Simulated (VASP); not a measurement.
# NaF (Fm-3m) in VASP: a series of runs

The runs below take NaF through single point, relaxation of cell and atoms, with PBE+D3(BJ).

Everything below comes from runs of VASP 6.6.1. Logs are shortened: lines on timing, memory, paths and dates and some standing lists are left out, and cuts for length are marked.

**1. The cell of the first run**

The structure is cubic, space group Fm-3m (No. 225). The conventional cell has a = 4.629 Å, b = 4.629 Å, c = 4.629 Å, α = 90.00°, β = 90.00°, γ = 90.00°. Na (site symmetry m-3m) has 6 F at 2.31 Å within 3.1 Å. Within 3.1 Å of F (site symmetry m-3m) lie 6 Na at 2.31 Å.

**2. Single point, PBE+D3(BJ)**

File INCAR:

```
  ALGO = Normal
  EDIFF = 1E-6
  ENCUT = 600
  GGA = PE
  GGA_COMPAT = False
  ISIF = 2
  ISMEAR = 0
  IVDW = 12
  LASPH = True
  LCHARG = False
  LREAL = False
  LWAVE = False
  NBANDS = 14
  NELM = 120
  PREC = Accurate
  SIGMA = 0.02
```

File KPOINTS:

```
k-points
0
Gamma
  8 8 8
```

File POSCAR:

```
NaF
1.0
    0.0000000000      2.3144019973      2.3144019973
    2.3144019973      0.0000000000      2.3144019973
    2.3144019973      2.3144019973      0.0000000000
Na F
1 1
Direct
    0.0000000000      0.0000000000      0.0000000000
    0.5000000000      0.5000000000      0.5000000000
```

Potentials or basis: VASP PAW PBE potentials, release 64 (Na_pv, F).

Command:

```
> cat potpaw_PBE.64/Na_pv/POTCAR potpaw_PBE.64/F/POTCAR > POTCAR
> mpirun -np 1 vasp_std > vasp.out
```

OUTCAR:

```text
EDIFF = 1E-6
   ENCUT = 600
   GGA = PE
   ISIF = 2
   ISMEAR = 0
   IVDW = 12
   LASPH = True
   LREAL = False
   NELM = 120
   PREC = Accurate
 IVDW          = 12

 ion  position               nearest neighbor table
   1  0.000  0.000  0.000-   2 2.31   2 2.31   2 2.31   2 2.31   2 2.31   2 2.31
   2  0.500  0.500  0.500-   1 2.31   1 2.31   1 2.31   1 2.31   1 2.31   1 2.31

  LATTYP: Found a face centered cubic cell.
 ALAT       =     4.6288039946

  Lattice vectors:

 A1 = (   0.0000000000,   2.3144019973,   2.3144019973)
 A2 = (   2.3144019973,   0.0000000000,   2.3144019973)
 A3 = (   2.3144019973,   2.3144019973,   0.0000000000)

Analysis of symmetry for initial positions (statically):
=====================================================================
 Subroutine PRICEL returns:
 Original cell was already a primitive cell.

 Routine SETGRP: Setting up the symmetry group for a
 face centered cubic supercell.

 Subroutine GETGRP returns: Found 48 space group operations
 (whereof 48 operations were pure point group operations)
 out of a pool of 48 trial point group operations.

The static configuration has the point symmetry O_h .

Analysis of symmetry for dynamics (positions and initial velocities):
=====================================================================
 Subroutine PRICEL returns:
 Original cell was already a primitive cell.

 Routine SETGRP: Setting up the symmetry group for a
 face centered cubic supercell.

 Subroutine GETGRP returns: Found 48 space group operations
 (whereof 48 operations were pure point group operations)
 out of a pool of 48 trial point group operations.

The dynamic configuration has the point symmetry O_h .

 Subroutine INISYM returns: Found 48 space group operations
 (whereof 48 operations are pure point group operations),
 and found     1 'primitive' translations

----------------------------------------------------------------------------------------

                                     Primitive cell

  volume of cell :      24.7940

  direct lattice vectors                    reciprocal lattice vectors
     0.000000000  2.314401997  2.314401997    -0.216038528  0.216038528  0.216038528
     2.314401997  0.000000000  2.314401997     0.216038528 -0.216038528  0.216038528
     2.314401997  2.314401997  0.000000000     0.216038528  0.216038528 -0.216038528

  length of vectors
     3.273058693  3.273058693  3.273058693     0.374189706  0.374189706  0.374189706

  position of ions in fractional coordinates (direct lattice)
[... 90 lines left out ...]
   NELECT =      14.0000    total number of electrons
   NUPDOWN=      -1.0000    fix difference up-down
   EMIN   =  10.00;   EMAX   =-10.00  energy-range for DOS
   EFERMI =   0.00;   METHOD = LEGACY
   ISMEAR =     0;   SIGMA  =   0.02  broadening in eV -4-tet -1-fermi 0-gaus
   EFERMI_NEDOS =   21; number of points for ismear=-14 and -15
   IALGO  =     38    algorithm
   IMIX   =      4    mixing-type and parameters
     AMIX     =   0.40;   BMIX     =  1.00
     AMIX_MAG =   1.60;   BMIX_MAG =  1.00
  volume/ion in A,a.u.               =      12.40        83.66
  Fermi-wavevector in a.u.,A,eV,Ry     =   1.353117  2.557021 24.911259  1.830926
  Thomas-Fermi vector in A             =   2.480399
   LORBIT       =      0    0 simple, 1 ext, 2 COOP (PROOUT), +10 PAW based schemes
   GGA     = PE    functional components
   LHFCALC =     F    Hartree Fock is set to
   AEXX    =    0.0000 exact exchange contribution
   IVDW    =    12    specifies the selected vdW correction
   LEPSILON=     F    determine dielectric tensor
   LRPA    =     F    only Hartree local field effects (RPA)
 non-spin polarized calculation
 Gauss-broadening in eV      SIGMA  =   0.02
  energy-cutoff  :      600.00
  volume of cell :       24.79
 maximum number of plane-waves:       869
 NGX is ok and might be reduce to    28
   NGX = 13   NGY = 13   NGZ = 13

 number of electron      14.0000006 magnetization

 Free energy of the ion-electron system (eV)
  ---------------------------------------------------
  ext. energy  EPLUGINS =         0.00000000
  ---------------------------------------------------
  free energy    TOTEN  =        -8.56213681 eV

  energy without entropy =       -8.56213681  energy(sigma->0) =       -8.56213681

 E-fermi :  -1.8590     XC(G=0):  -9.1709

 val. band max:       -2.0725422977   @ k =   0.0000   0.0000   0.0000
 cond. band min:       4.2472139687   @ k =   0.0000   0.0000   0.0000
 fundamental gap:      6.3197562664
 Fermi energy:        -1.8589965830

 k-point     1 :       0.0000    0.0000    0.0000
  band No.  band energies     occupation
      1     -21.2516      2.00000
      2     -21.0070      2.00000
      3     -21.0070      2.00000
      4     -21.0070      2.00000
      5      -2.0725      2.00000
      6      -2.0725      2.00000
      7      -2.0725      2.00000
      8       4.2472      0.00000
      9      16.9302      0.00000
     10      16.9302      0.00000
     11      16.9302      0.00000
     12      19.8023      0.00000
     13      21.9811      0.00000
     14      21.9811      0.00000
[... 377 lines left out ...]
      1     -21.7151      2.00000
      2     -21.0619      2.00000
      3     -21.0382      2.00000
      4     -20.3779      2.00000
      5      -3.3848      2.00000
      6      -2.6513      2.00000
      7      -2.4105      2.00000
      8       9.7395      0.00000
      9      10.6720      0.00000
     10      15.0867      0.00000
     11      16.9396      0.00000
     12      20.1284      0.00000
     13      21.1928      0.00000
     14      25.9744      0.00000

 [... further k-points ...]

------------------------ aborting loop because EDIFF is reached ----------------------------------------

 Edisp (eV)   -0.34842

 E8    (eV) :    -0.1504

  FORCE on cell =-STRESS in cart. coord.  units (eV):
  Direction    XX          YY          ZZ          XY          YZ          ZX
  --------------------------------------------------------------------------------------
  -------------------------------------------------------------------------------------
  Total      -0.03668    -0.03668    -0.03668     0.00000    -0.00000     0.00000
  in kB      -2.37001    -2.37001    -2.37001     0.00000    -0.00000     0.00000
  external pressure =       -2.37 kB  Pullay stress =        0.00 kB

 VOLUME and BASIS-vectors are now :
 -----------------------------------------------------------------------------
  energy-cutoff  :      600.00
  volume of cell :       24.79
      direct lattice vectors                 reciprocal lattice vectors
     0.000000000  2.314401997  2.314401997    -0.216038528  0.216038528  0.216038528
     2.314401997  0.000000000  2.314401997     0.216038528 -0.216038528  0.216038528
     2.314401997  2.314401997  0.000000000     0.216038528  0.216038528 -0.216038528

 POSITION                                       TOTAL-FORCE (eV/Angst)
 -----------------------------------------------------------------------------------
      0.00000      0.00000      0.00000         0.000000      0.000000     -0.000000
      2.31440      2.31440      2.31440        -0.000000     -0.000000      0.000000
 -----------------------------------------------------------------------------------
    total drift:                                0.000000      0.000000      0.000000

  FREE ENERGIE OF THE ION-ELECTRON SYSTEM (eV)
  ---------------------------------------------------
  free  energy   TOTEN  =        -8.9105591869 eV

  energy  without entropy=       -8.9105591869  energy(sigma->0) =       -8.91055919
```

stdout:

```text
POSCAR found type information on POSCAR NaF
 POSCAR found :  2 types and       2 ions
 scaLAPACK will be used
 LDA part: xc-table for (Slater+PW92), standard interpolation
 POSCAR, INCAR and KPOINTS ok, starting setup
 FFT: planning ... GRIDC
 FFT: planning ... GRID_SOFT
 FFT: planning ... GRID
 WAVECAR not read
 entering main loop
```

Run time: 11 s. Hardware: 1 thread of Intel Xeon 8259CL, shared host; peak memory 0.16 GiB.

What came out:

```
Free energy                : -8.9106 eV
Pressure                   : -0.2 GPa
Band gap on the k mesh     : 6.32 eV
Dispersion energy per atom : -0.174 eV
```

Levels at points of the mesh, in eV from the valence-band top:
| k point | band 5 | band 6 | band 7 | band 8 | band 9 | band 10 |
| --- | --- | --- | --- | --- | --- | --- |
| (0.00, 0.00, 0.00) | 0.00 | 0.00 | 0.00 | 6.32 | 19.00 | 19.00 |
| (0.50, 0.00, 0.00) | -1.59 | -0.26 | -0.26 | 10.80 | 12.50 | 20.15 |
| (0.50, 0.50, 0.00) | -1.28 | -0.41 | -0.41 | 13.18 | 13.32 | 13.64 |

**3. Relaxation of cell and atoms, PBE+D3(BJ)**

This run uses another cell than the first one, of 12.94 Å³/atom.

File INCAR:

```
SYSTEM = NaF
PREC = Accurate
ENCUT = 600
EDIFF = 1E-7
ISMEAR = 0
SIGMA = 0.02
LREAL = .False.
LASPH = .True.
NELM = 120
ALGO = Normal
ISIF = 3
LWAVE = .False.
LCHARG = .False.
GGA = PE
IVDW = 12
IBRION = 2
NSW = 70
EDIFFG = -0.02
GGA_COMPAT = .False.
NELMIN = 4
```

File KPOINTS:

```
Automatic mesh
0
Gamma
  8 8 8
  0 0 0
```

File POSCAR:

```
NaF
1.0
    0.0000000000      2.3477418508      2.3477418508
    2.3477418508      0.0000000000      2.3477418508
    2.3477418508      2.3477418508      0.0000000000
Na F
1 1
Direct
    0.0000000000      0.0000000000      0.0000000000
    0.5000000000      0.5000000000      0.5000000000
```

Potentials or basis: VASP PAW PBE potentials, release 64 (Na_pv, F).

Command:

```
> cat potpaw_PBE.64/Na_pv/POTCAR potpaw_PBE.64/F/POTCAR > POTCAR
> mpirun -np 1 vasp_std > vasp.out
```

It took 21 s on 1 thread of Intel Xeon 8259CL, shared host; peak memory 0.16 GiB.

The run converged. Its results:

- Free energy: -8.9132 eV
- Relaxed volume: 12.34 Å³/atom
- Relaxed cell: a = 3.268 Å, b = 3.268 Å, c = 3.268 Å, α = 60.00°, β = 60.00°, γ = 60.00°
- Space group after relaxing (to 0.1 Å): Fm-3m (No. 225)
- Energy gained by relaxing: 4.4 meV/atom
- Ionic steps: 3
- Pressure after relaxing: 0.0 GPa
- Band gap on the k mesh: 6.35 eV
- Dispersion energy per atom: -0.175 eV

Step by step:
| step | energy change (eV) | largest force (eV/Å) | pressure (GPa) | volume (Å³) |
| --- | --- | --- | --- | --- |
| 1 | 0.0000 | 0.0000 | -2.18 | 25.88 |
| 2 | -0.0068 | 0.0000 | -1.09 | 25.23 |
| 3 | -0.0087 | 0.0000 | -0.04 | 24.68 |

Final structure:
```
Na F
1.0
     0.00000    2.31078    2.31078
     2.31078    0.00000    2.31078
     2.31078    2.31078    0.00000
Na F
1 1
Cartesian
  0.0000 0.0000 0.0000
  2.3108 2.3108 2.3108
```

Levels at points of the mesh, in eV from the valence-band top:
| k point | band 5 | band 6 | band 7 | band 8 | band 9 | band 10 |
| --- | --- | --- | --- | --- | --- | --- |
| (0.00, 0.00, 0.00) | 0.00 | 0.00 | 0.00 | 6.35 | 19.04 | 19.04 |
| (0.50, 0.00, 0.00) | -1.60 | -0.26 | -0.26 | 10.84 | 12.54 | 20.20 |
| (0.50, 0.50, 0.00) | -1.28 | -0.41 | -0.41 | 13.22 | 13.34 | 13.69 |
